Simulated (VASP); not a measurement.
# Ho (P6_3/mmc) in VASP: single point with PBEsol

Aim: the single point of Ho with PBEsol.

Program: VASP 6.6.1. These are calculated values, not measurements. Logs are shortened: lines on timing, memory, paths and dates and some standing lists are left out, and cuts for length are marked.

### Step 1. The cell of the first run

The structure is hexagonal, space group P6_3/mmc (No. 194). Conventional cell: a = 3.552 Å, b = 3.552 Å, c = 5.723 Å, α = 90.00°, β = 90.00°, γ = 120.00°. Ho (site symmetry -6m2) has 12 Ho at 3.52 to 3.55 Å within 4.6 Å.

### Step 2. Single point, PBEsol, collinear spin, ferromagnetic start

The input, INCAR:

```
SYSTEM = Ho
PREC     = Accurate       ! precision mode
ENCUT    = 520            ! plane-wave cutoff, eV
EDIFF    = 1E-6           ! SCF threshold, eV
ISMEAR   = -1             ! smearing method
SIGMA    = 0.05           ! smearing width, eV
LREAL    = .FALSE.        ! projectors in reciprocal space
LASPH    = .TRUE.         ! aspherical terms in the spheres
NELM     = 150            ! most SCF steps
ALGO     = Normal         ! electronic algorithm
ISIF     = 2              ! what is computed and relaxed
LWAVE    = .FALSE.        ! write WAVECAR
LCHARG   = .TRUE.         ! write CHGCAR
ISPIN    = 2              ! spin polarisation
MAGMOM   = 3.584 3.584    ! initial moments
LORBIT   = 11             ! projections on sites
LMAXMIX  = 6              ! l up to which the mixer works
GGA      = PS             ! functional
LELF     = .TRUE.         ! ELF
LVHAR    = .TRUE.       
NBANDS   = 32             ! bands
```

The input, KPOINTS:

```
regular mesh
0
G
  14 14 7
  0 0 0
```

The input, POSCAR:

```
Ho
1.0
    3.5523909305      0.0000000000      0.0000000000
   -1.7761954653      3.0764607900      0.0000000000
    0.0000000000      0.0000000000      5.7232100924
Ho
2
Direct
    0.3333333333      0.6666666667      0.2500000000
    0.6666666667      0.3333333333      0.7500000000
```

Potentials or basis: VASP PAW PBE potentials, release 64 (Ho).

On the command line:

```sh
$ cat potpaw_PBE.64/Ho/POTCAR > POTCAR
$ mpirun -np 1 vasp_std > vasp.out
```

OUTCAR:

```text
SYSTEM = Ho
   PREC = Accurate
   ENCUT = 520
   EDIFF = 1E-6
   ISMEAR = -1
   LREAL = .FALSE.
   LASPH = .TRUE.
   NELM = 150
   ISIF = 2
   ISPIN = 2
   LORBIT = 11
   GGA = PS

 ion  position               nearest neighbor table
   1  0.333  0.667  0.250-   2 3.52   2 3.52   2 3.52   2 3.52   2 3.52   2 3.52
   2  0.667  0.333  0.750-   1 3.52   1 3.52   1 3.52   1 3.52   1 3.52   1 3.52

  LATTYP: Found a hexagonal cell.
 ALAT       =     3.5523909305
 C/A-ratio  =     1.6110867876

  Lattice vectors:

 A1 = (   3.5523909305,   0.0000000000,   0.0000000000)
 A2 = (  -1.7761954653,   3.0764607900,   0.0000000000)
 A3 = (   0.0000000000,   0.0000000000,   5.7232100924)

Analysis of symmetry for initial positions (statically):
=====================================================================
 Subroutine PRICEL returns:
 Original cell was already a primitive cell.

 Routine SETGRP: Setting up the symmetry group for a
 hexagonal supercell.

 Subroutine GETGRP returns: Found 24 space group operations
 (whereof 12 operations were pure point group operations)
 out of a pool of 24 trial point group operations.

The static configuration has the point symmetry D_3d.
 The point group associated with its full space group is D_6h.

Analysis of symmetry for dynamics (positions and initial velocities):
=====================================================================
 Subroutine PRICEL returns:
 Original cell was already a primitive cell.

 Routine SETGRP: Setting up the symmetry group for a
 hexagonal supercell.

 Subroutine GETGRP returns: Found 24 space group operations
 (whereof 12 operations were pure point group operations)
 out of a pool of 24 trial point group operations.

The dynamic configuration has the point symmetry D_3d.
 The point group associated with its full space group is D_6h.

Analysis of structural, dynamic, and magnetic symmetry:
=====================================================================
 Subroutine PRICEL returns:
 Original cell was already a primitive cell.

 Routine SETGRP: Setting up the symmetry group for a
 hexagonal supercell.

 Subroutine GETGRP returns: Found 24 space group operations
 (whereof 12 operations were pure point group operations)
 out of a pool of 24 trial point group operations.

[... 119 lines left out ...]
   IMIX   =      4    mixing-type and parameters
     AMIX     =   0.40;   BMIX     =  1.00
     AMIX_MAG =   1.60;   BMIX_MAG =  1.00
  volume/ion in A,a.u.               =      31.27       211.05
  Fermi-wavevector in a.u.,A,eV,Ry     =   1.433576  2.709065 27.961870  2.055139
  Thomas-Fermi vector in A             =   2.553079
   LORBIT       =     11    0 simple, 1 ext, 2 COOP (PROOUT), +10 PAW based schemes
   GGA     = PS    functional components
   LHFCALC =     F    Hartree Fock is set to
   AEXX    =    0.0000 exact exchange contribution
   IVDW    =     0    specifies the selected vdW correction
   LEPSILON=     F    determine dielectric tensor
   LRPA    =     F    only Hartree local field effects (RPA)
 spin polarized calculation
  energy-cutoff  :      520.00
  volume of cell :       62.55
 maximum number of plane-waves:      1725
 NGX is ok and might be reduce to    28
   NGX = 13   NGY = 13   NGZ = 21

 number of electron      41.9999980 magnetization       7.2560421

 Free energy of the ion-electron system (eV)
  ---------------------------------------------------
  ext. energy  EPLUGINS =         0.00000000
  ---------------------------------------------------
  free energy    TOTEN  =       -13.30501610 eV

  energy without entropy =      -13.20917061  energy(sigma->0) =      -13.25709335

 E-fermi :   2.4388     XC(G=0): -10.2713

 val. band max:        2.4348241554   @ k =   0.3571   0.2143   0.4286
 cond. band min:       2.4392015791   @ k =   0.3571   0.2143   0.1429
 fundamental gap:      0.0043774237
 Fermi energy:         2.4387967232

 spin component 1

 k-point     1 :       0.0000    0.0000    0.0000
  band No.  band energies     occupation
      1     -45.7405      1.00000
      2     -45.6868      1.00000
      3     -21.1705      1.00000
      4     -20.4873      1.00000
      5     -20.4502      1.00000
      6     -20.4502      1.00000
[... 829 lines left out ...]
     31       7.8059      0.00000
     32       8.4584      0.00000

 [... further k-points ...]

 spin component 2

 k-point     1 :       0.0000    0.0000    0.0000
  band No.  band energies     occupation
      1     -44.1771      1.00000
      2     -44.1163      1.00000
      3     -20.0654      1.00000
      4     -19.3277      1.00000
      5     -19.3277      1.00000
      6     -19.3036      1.00000
[... 829 lines left out ...]
     31       8.3509      0.00000
     32       8.9604      0.00000

 [... further k-points ...]

------------------------ aborting loop because EDIFF is reached ----------------------------------------

  FORCE on cell =-STRESS in cart. coord.  units (eV):
  Direction    XX          YY          ZZ          XY          YZ          ZX
  --------------------------------------------------------------------------------------
  -------------------------------------------------------------------------------------
  Total       -0.0248118     -0.0248118     -0.0792735      0.0000000      0.0000000      0.0000000
  in kB       -0.6355616     -0.6355616     -2.0306112      0.0000000      0.0000000      0.0000000
  external PRESSURE =      -1.1005781 kB  Pullay stress =       0.0000000 kB

 VOLUME and BASIS-vectors are now :
 -----------------------------------------------------------------------------
  energy-cutoff  :      520.00
  volume of cell :       62.55
      direct lattice vectors                 reciprocal lattice vectors
     3.552390931  0.000000000  0.000000000     0.281500550  0.162524418  0.000000000
    -1.776195465  3.076460790  0.000000000     0.000000000  0.325048836  0.000000000
     0.000000000  0.000000000  5.723210092     0.000000000  0.000000000  0.174727117

 POSITION                                       TOTAL-FORCE (eV/Angst)
 -----------------------------------------------------------------------------------
     -0.00000      2.05097      1.43080        -0.000000     -0.000000      0.000000
      1.77620      1.02549      4.29241         0.000000      0.000000      0.000000
 -----------------------------------------------------------------------------------
    total drift:                               -0.000000      0.000000     -0.000000

  FREE ENERGIE OF THE ION-ELECTRON SYSTEM (eV)
  ---------------------------------------------------
  free  energy   TOTEN  =       -13.3050160997 eV

  energy  without entropy=      -13.2091706089  energy(sigma->0) =      -13.25709335

 total charge

# of ion       s       p       d       f       tot
--------------------------------------------------
    1        2.125   5.695   0.422  10.309  18.551
    2        2.125   5.695   0.422  10.309  18.551
--------------------------------------------------
tot          4.250  11.391   0.843  20.618  37.102

 magnetization (x)

# of ion       s       p       d       f       tot
--------------------------------------------------
    1        0.004  -0.020   0.050   3.470   3.505
    2        0.004  -0.020   0.050   3.470   3.505
--------------------------------------------------
tot          0.009  -0.040   0.100   6.941   7.009
```

OSZICAR:

```text
N       E                     dE             d eps       ncg     rms          rms(c)
DAV:   1     0.265767250489E+03    0.26577E+03   -0.13955E+04 17776   0.674E+03
DAV:   2     0.400682798858E+02   -0.22570E+03   -0.20755E+03 17456   0.543E+02
DAV:   3    -0.376747112078E+01   -0.43836E+02   -0.41314E+02 19832   0.158E+02
[... 24 lines left out ...]
DAV:  28    -0.133050106849E+02    0.20446E-04   -0.60340E-05 20384   0.229E-01    0.617E-01
DAV:  29    -0.133050522420E+02   -0.41557E-04   -0.11931E-04 19784   0.220E-01    0.470E-01
DAV:  30    -0.133050391620E+02    0.13080E-04   -0.11813E-05 18512   0.101E-01    0.340E-01
DAV:  31    -0.133050200669E+02    0.19095E-04   -0.12082E-05 16104   0.108E-01    0.194E-01
DAV:  32    -0.133050159629E+02    0.41040E-05   -0.11848E-05 17280   0.783E-02    0.624E-02
DAV:  33    -0.133050160997E+02   -0.13681E-06   -0.32355E-06 14240   0.235E-02
   1 F= -.13305016E+02 E0= -.13257093E+02  d E =-.958455E-01  mag=     7.2562
```

stdout:

```text
POSCAR found type information on POSCAR Ho
 POSCAR found :  1 types and       2 ions
 scaLAPACK will be used
 -----------------------------------------------------------------------------
|                                                                             |
|                                                                             |
|     You enforced a specific xc type in the INCAR file but a different       |
|     I HOPE YOU KNOW WHAT YOU ARE DOING!                                     |
|                                                                             |
 -----------------------------------------------------------------------------

 LDA part: xc-table for (Slater+PW92), standard interpolation
 POSCAR, INCAR and KPOINTS ok, starting setup
 FFT: planning ... GRIDC
 FFT: planning ... GRID_SOFT
 FFT: planning ... GRID
 WAVECAR not read
 entering main loop
```

Run time: 18 min. Hardware: 1 thread of Intel Xeon Platinum 8259CL at 2.50GHz (Skylake/Cascade Lake), shared host; peak memory 0.43 GiB.

Results:

```yaml
Free_energy: -13.3050 eV
Pressure: -0.1 GPa
Net_moment: 7.26 μB per cell
Site_moments: Ho +3.50 μB
Valence_electrons_inside_the_program's_atomic_spheres: Ho 18.55
```

Stress tensor (GPa, compression positive):
```
-0.06  0.00  0.00
 0.00 -0.06  0.00
 0.00  0.00 -0.20
```

Levels at points of the mesh, in eV from the Fermi level:
Spin up:
```csv
k point,band 22,band 23,band 24,band 25,band 26,band 27,band 28,band 29
"(0.00, 0.00, 0.00)",-2.32,-2.25,-2.06,1.04,2.25,2.25,2.29,2.93
"(0.50, 0.00, 0.00)",-2.11,-1.81,-1.20,-0.77,0.18,1.67,1.99,2.40
```
Spin down:
| k point | band 15 | band 16 | band 17 | band 18 | band 19 | band 20 | band 21 | band 22 |
| --- | --- | --- | --- | --- | --- | --- | --- | --- |
| (0.00, 0.00, 0.00) | -0.14 | -0.14 | -0.10 | -0.10 | 0.42 | 0.42 | 0.51 | 0.51 |
| (0.50, 0.00, 0.00) | -0.16 | -0.13 | -0.06 | -0.05 | -0.01 | 0.31 | 0.39 | 0.41 |

Caveat: the magnetic or orbital state may not be the lowest; the PAW data sets were made with another functional, which shifts forces and pressure a little; spin-orbit coupling is left out, which moves the levels of the heavy elements; semilocal functionals describe open f shells poorly, which spoils levels, moments and volumes. The state reached can hang on the start; a lower one may exist.
